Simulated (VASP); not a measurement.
# SiO2 (I-42d) in VASP: notebook, part 2 of 3

VASP 6.6.1. The steps go on from the part before.

### Step 4. Single point, PBEsol

This run uses another cell than the first one, of 15.16 Å³/atom.

INCAR

```
PREC     = Accurate       # precision mode
ENCUT    = 600            # plane-wave cutoff, eV
EDIFF    = 1E-6           # SCF threshold, eV
ISMEAR   = 0              # smearing method
SIGMA    = 0.02           # smearing width, eV
LREAL    = False          # projectors in reciprocal space
LASPH    = True           # aspherical terms in the spheres
NELM     = 120            # most SCF steps
ALGO     = Normal         # electronic algorithm
ISIF     = 2              # what is computed and relaxed
LWAVE    = False          # write WAVECAR
LCHARG   = True           # write CHGCAR
GGA      = PS             # functional
LELF     = True           # ELF
LVHAR    = True         
NBANDS   = 25             # bands
GGA_COMPAT= False
```

KPOINTS

```
regular mesh
0
Gamma
  8 8 8
```

POSCAR

```
SiO2
1.0
   -2.4899264774      2.4899264774      3.6689920576
    2.4899264774     -2.4899264774      3.6689920576
    2.4899264774      2.4899264774     -3.6689920576
Si O
2 4
Direct
    0.0000000000      0.0000000000      0.0000000000
    0.7500000000      0.2500000000      0.5000000000
    0.9716685259      0.6250000000      0.8466685259
    0.3750000000      0.2216685259      0.3466685259
    0.7783314741      0.1250000000      0.1533314741
    0.8750000000      0.0283314741      0.6533314741
```

Potentials or basis: VASP PAW PBE potentials, release 64 (Si, O).

Started as:

```sh
$ cat potpaw_PBE.64/Si/POTCAR potpaw_PBE.64/O/POTCAR > POTCAR
$ mpirun -np 1 vasp_std > vasp.out
```

OUTCAR:

```text
PREC = Accurate
   ENCUT = 600
   EDIFF = 1E-6
   ISMEAR = 0
   LREAL = False
   LASPH = True
   NELM = 120
   ISIF = 2
   GGA = PS

 ion  position               nearest neighbor table
   1  0.000  0.000  0.000-   4 1.62   5 1.62   6 1.62   3 1.62   2 3.09   2 3.09   2 3.09   2 3.09

   2  0.750  0.250  0.500-   3 1.62   5 1.62   6 1.62   4 1.62   1 3.09   1 3.09   1 3.09   1 3.09

   3  0.972  0.625  0.847-   2 1.62   1 1.62
   4  0.375  0.222  0.347-   1 1.62   2 1.62
   5  0.778  0.125  0.153-   1 1.62   2 1.62
   6  0.875  0.028  0.653-   1 1.62   2 1.62

  LATTYP: Found a body centered tetragonal cell.
 ALAT       =     4.9798529548
 C/A-ratio  =     1.4735342955

  Lattice vectors:

 A1 = (  -2.4899264774,   2.4899264774,   3.6689920576)
 A2 = (   2.4899264774,  -2.4899264774,   3.6689920576)
 A3 = (   2.4899264774,   2.4899264774,  -3.6689920576)

Analysis of symmetry for initial positions (statically):
=====================================================================
 Subroutine PRICEL returns:
 Original cell was already a primitive cell.

 Routine SETGRP: Setting up the symmetry group for a
 body centered tetragonal supercell.

 Subroutine GETGRP returns: Found  8 space group operations
 (whereof  4 operations were pure point group operations)
 out of a pool of 16 trial point group operations.

The static configuration has the point symmetry S_4 .
 The point group associated with its full space group is D_2d.

Analysis of symmetry for dynamics (positions and initial velocities):
=====================================================================
 Subroutine PRICEL returns:
 Original cell was already a primitive cell.

 Routine SETGRP: Setting up the symmetry group for a
 body centered tetragonal supercell.

 Subroutine GETGRP returns: Found  8 space group operations
 (whereof  4 operations were pure point group operations)
[... 127 lines left out ...]
   EFERMI_NEDOS =   21; number of points for ismear=-14 and -15
   IALGO  =     38    algorithm
   IMIX   =      4    mixing-type and parameters
     AMIX     =   0.40;   BMIX     =  1.00
     AMIX_MAG =   1.60;   BMIX_MAG =  1.00
  volume/ion in A,a.u.               =      15.16       102.34
  Fermi-wavevector in a.u.,A,eV,Ry     =   1.155575  2.183721 18.168595  1.335354
  Thomas-Fermi vector in A             =   2.292203
   LORBIT       =      0    0 simple, 1 ext, 2 COOP (PROOUT), +10 PAW based schemes
   GGA     = PS    functional components
   LHFCALC =     F    Hartree Fock is set to
   AEXX    =    0.0000 exact exchange contribution
   IVDW    =     0    specifies the selected vdW correction
   LEPSILON=     F    determine dielectric tensor
   LRPA    =     F    only Hartree local field effects (RPA)
 non-spin polarized calculation
 Gauss-broadening in eV      SIGMA  =   0.02
  energy-cutoff  :      600.00
  volume of cell :       90.99
 maximum number of plane-waves:      3056
 NGX is ok and might be reduce to    42
   NGX = 21   NGY = 21   NGZ = 21

 number of electron      32.0000012 magnetization

 Free energy of the ion-electron system (eV)
  ---------------------------------------------------
  ext. energy  EPLUGINS =         0.00000000
  ---------------------------------------------------
  free energy    TOTEN  =       -49.37554155 eV

  energy without entropy =      -49.37554155  energy(sigma->0) =      -49.37554155

 E-fermi :  -0.4314     XC(G=0):  -8.2420

 val. band max:       -0.5861509421   @ k =   0.0000   0.0000   0.0000
 cond. band min:       5.2315281184   @ k =   0.0000   0.0000   0.0000
 fundamental gap:      5.8176790605
 Fermi energy:        -0.4314386836

 k-point     1 :       0.0000    0.0000    0.0000
  band No.  band energies     occupation
      1     -19.6780      2.00000
      2     -17.6047      2.00000
      3     -17.6047      2.00000
      4     -17.5427      2.00000
      5      -9.8115      2.00000
      6      -6.1049      2.00000
[... 661 lines left out ...]
     24      12.2343      0.00000
     25      12.8931      0.00000

 [... further k-points ...]
[... 5 lines left out ...]
  --------------------------------------------------------------------------------------
  -------------------------------------------------------------------------------------
  Total        0.1630637      0.1630637      0.1720245      0.0000000     -0.0000000      0.0000000
  in kB        2.8713626      2.8713626      3.0291517      0.0000000     -0.0000000      0.0000000
  external PRESSURE =       2.9239590 kB  Pullay stress =       0.0000000 kB

 VOLUME and BASIS-vectors are now :
 -----------------------------------------------------------------------------
  energy-cutoff  :      600.00
  volume of cell :       90.99
      direct lattice vectors                 reciprocal lattice vectors
    -2.489926477  2.489926477  3.668992058     0.000000000  0.200809142  0.136277210
     2.489926477 -2.489926477  3.668992058     0.200809142  0.000000000  0.136277210
     2.489926477  2.489926477 -3.668992058     0.200809142  0.200809142  0.000000000

 POSITION                                       TOTAL-FORCE (eV/Angst)
 -----------------------------------------------------------------------------------
      0.00000      0.00000      0.00000         0.000000     -0.000000     -0.000000
      0.00000      2.48993      1.83450         0.000000     -0.000000      0.000000
      1.24496      2.97132      2.75174         0.000000      0.016760      0.000000
      0.48140      1.24496      0.91725         0.016760     -0.000000      0.000000
     -1.24496      2.00853      2.75174        -0.000000     -0.016760     -0.000000
     -0.48140      3.73489      0.91725        -0.016760     -0.000000     -0.000000
 -----------------------------------------------------------------------------------
    total drift:                                0.000001      0.000001      0.000001

  FREE ENERGIE OF THE ION-ELECTRON SYSTEM (eV)
  ---------------------------------------------------
  free  energy   TOTEN  =       -49.3755415469 eV

  energy  without entropy=      -49.3755415469  energy(sigma->0) =      -49.37554155
```

OSZICAR:

```text
N       E                     dE             d eps       ncg     rms          rms(c)
DAV:   1     0.191719299031E+03    0.19172E+03   -0.17188E+04  2950   0.127E+03
DAV:   2    -0.415631737129E+02   -0.23328E+03   -0.22148E+03  3953   0.284E+02
DAV:   3    -0.551662227311E+02   -0.13603E+02   -0.13535E+02  3893   0.703E+01
DAV:   4    -0.553056747703E+02   -0.13945E+00   -0.13938E+00  3619   0.808E+00
DAV:   5    -0.553074224612E+02   -0.17477E-02   -0.17473E-02  3900   0.896E-01    0.202E+01
DAV:   6    -0.494399463410E+02    0.58675E+01   -0.18320E+01  3594   0.269E+01    0.102E+01
DAV:   7    -0.493939937470E+02    0.45953E-01   -0.63293E-01  3854   0.429E+00    0.361E+00
DAV:   8    -0.493690572511E+02    0.24936E-01   -0.36041E-02  3709   0.159E+00    0.130E+00
DAV:   9    -0.493727995531E+02   -0.37423E-02   -0.17084E-02  3359   0.964E-01    0.285E-01
DAV:  10    -0.493754332516E+02   -0.26337E-02   -0.27961E-03  3257   0.297E-01    0.788E-02
DAV:  11    -0.493755255308E+02   -0.92279E-04   -0.67426E-04  3704   0.178E-01    0.321E-02
DAV:  12    -0.493755367601E+02   -0.11229E-04   -0.44171E-05  3466   0.436E-02    0.163E-02
DAV:  13    -0.493755413598E+02   -0.45997E-05   -0.64937E-06  3670   0.162E-02    0.353E-03
DAV:  14    -0.493755415469E+02   -0.18710E-06   -0.52808E-07  2680   0.489E-03
   1 F= -.49375542E+02 E0= -.49375542E+02  d E =-.453064E-30
```

stdout:

```text
POSCAR found type information on POSCAR SiO
 POSCAR found :  2 types and       6 ions
 scaLAPACK will be used
 -----------------------------------------------------------------------------
|                                                                             |
|                                                                             |
|     You enforced a specific xc type in the INCAR file but a different       |
|     I HOPE YOU KNOW WHAT YOU ARE DOING!                                     |
|                                                                             |
 -----------------------------------------------------------------------------

 LDA part: xc-table for (Slater+PW92), standard interpolation
 POSCAR, INCAR and KPOINTS ok, starting setup
 FFT: planning ... GRIDC
 FFT: planning ... GRID_SOFT
 FFT: planning ... GRID
 WAVECAR not read
 entering main loop
```

Run time: 2.3 min. Hardware: 1 thread of AMD EPYC 7R13 (Zen 3), shared host; peak memory 0.29 GiB.

Results:

* Free energy: -49.3755 eV
* Pressure: 0.3 GPa
* Largest force: 0.017 eV/Å
* Band gap on the k mesh: 5.82 eV

Forces on the atoms (eV/Å):
```
Si   0.000  0.000  0.000
Si   0.000  0.000  0.000
O    0.000  0.017  0.000
O    0.017  0.000  0.000
O    0.000 -0.017  0.000
O   -0.017  0.000  0.000
```

Levels at points of the mesh, in eV from the valence-band top:
| k point | band 14 | band 15 | band 16 | band 17 | band 18 | band 19 |
| --- | --- | --- | --- | --- | --- | --- |
| (0.00, 0.00, 0.00) | -0.69 | 0.00 | 0.00 | 5.82 | 8.64 | 10.40 |
| (0.50, 0.00, 0.00) | -0.79 | -0.49 | -0.14 | 8.04 | 8.92 | 9.62 |
| (0.50, 0.50, 0.00) | -0.97 | -0.34 | -0.34 | 9.01 | 9.01 | 10.04 |
| (0.50, 0.50, 0.50) | -1.46 | -0.32 | -0.32 | 8.80 | 8.80 | 10.10 |

Caveat: the PAW data sets were made with another functional, which shifts forces and pressure a little. A k mesh can miss the band edges.

### Step 5. Single point, PBE

This run uses another cell than the first one, of 15.54 Å³/atom.

INCAR

```
SYSTEM = SiO2
PREC = Accurate
ENCUT = 600
EDIFF = 1E-6
ISMEAR = 0
SIGMA = 0.02
LREAL = .FALSE.
LASPH = .TRUE.
NELM = 120
ALGO = Normal
ISIF = 2
LWAVE = .FALSE.
LCHARG = .FALSE.
GGA = PE
NBANDS = 25
GGA_COMPAT = .FALSE.
```

KPOINTS

```
Automatic mesh
0
G
  8 8 8
  0 0 0
```

POSCAR

```
SiO2
1.0
   -2.5137467188      2.5137467188      3.6894593318
    2.5137467188     -2.5137467188      3.6894593318
    2.5137467188      2.5137467188     -3.6894593318
Si O
2 4
Direct
    0.0000000000      0.0000000000      0.0000000000
    0.7500000000      0.2500000000      0.5000000000
    0.9668890653      0.6250000000      0.8418890653
    0.3750000000      0.2168890653      0.3418890653
    0.7831109347      0.1250000000      0.1581109347
    0.8750000000      0.0331109347      0.6581109347
```

Started as:

```sh
$ cat potpaw_PBE.64/Si/POTCAR potpaw_PBE.64/O/POTCAR > POTCAR
$ mpirun -np 1 vasp_std > vasp.out
```

It took 2.4 min on 1 thread of AMD EPYC 7R13 (Zen 3), shared host; peak memory 0.29 GiB.

It converged, with:

```
Free energy            : -47.5077 eV
Pressure               : -0.1 GPa
Largest force          : 0.008 eV/Å
Band gap on the k mesh : 5.73 eV
```

Forces on the atoms (eV/Å):
```
Si   0.000  0.000  0.000
Si   0.000  0.000  0.000
O    0.000 -0.008  0.000
O   -0.008  0.000  0.000
O    0.000  0.008  0.000
O    0.008  0.000  0.000
```

Levels at points of the mesh, in eV from the valence-band top:
| k point | band 13 | band 14 | band 15 | band 16 | band 17 | band 18 | band 19 | band 20 |
| --- | --- | --- | --- | --- | --- | --- | --- | --- |
| (0.00, 0.00, 0.00) | -1.55 | -0.65 | 0.00 | 0.00 | 5.73 | 8.72 | 10.21 | 10.27 |
| (0.50, 0.00, 0.00) | -1.48 | -0.79 | -0.52 | -0.13 | 7.93 | 8.82 | 9.58 | 10.02 |
| (0.50, 0.50, 0.00) | -0.98 | -0.98 | -0.36 | -0.36 | 8.90 | 8.90 | 10.02 | 10.02 |
| (0.50, 0.50, 0.50) | -1.43 | -1.43 | -0.34 | -0.34 | 8.73 | 8.73 | 10.19 | 10.19 |

A k mesh can miss the band edges.

[end of part 2 of 3]
